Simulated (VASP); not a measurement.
Wanted: the native input for a VASP 6.6.1 run.

- Task: single point
- Functional: PBEsol
- Potentials or basis: VASP PAW PBE potentials, release 64 (Sb)
- Cutoff: 520 eV
- k mesh: 10 × 10 × 10
- Occupations: fermi-dirac, width 0.05 eV
- Spin: no spin polarisation
- Dipole correction: no
- Further INCAR settings: ALGO = Normal; EDIFF = 1e-06; NBANDS = 8

The structure of Sb lies in POSCAR:

```
Sb
1.0
   -1.8313388033      1.8313388033      1.8313388033
    1.8313388033     -1.8313388033      1.8313388033
    1.8313388033      1.8313388033     -1.8313388033
Sb
1
Direct
    0.0000000000      0.0000000000      0.0000000000
```

These files were run (other wordings do the same):

INCAR

```
PREC = Accurate
ENCUT = 520
EDIFF = 1E-6
ISMEAR = -1
SIGMA = 0.05
LREAL = False
LASPH = True
NELM = 80
ALGO = Normal
ISIF = 2
LWAVE = False
LCHARG = True
GGA = PS
LELF = True
LVHAR = True
NBANDS = 8
```

KPOINTS

```
regular mesh
0
Gamma
  10 10 10
```

Potentials or basis: VASP PAW PBE potentials, release 64 (Sb).

Launch:

```bash
$ cat potpaw_PBE.64/Sb/POTCAR > POTCAR
$ mpirun -np 1 vasp_std > vasp.out
```

It gave:

| Item | Value |
| --- | --- |
| Pressure | 5.0 GPa |

Caveat: the PAW data sets were made with another functional, which shifts forces and pressure a little.

Run time: 21 s on 1 thread of AMD EPYC 7R13, on a shared host, peak memory 0.11 GiB.
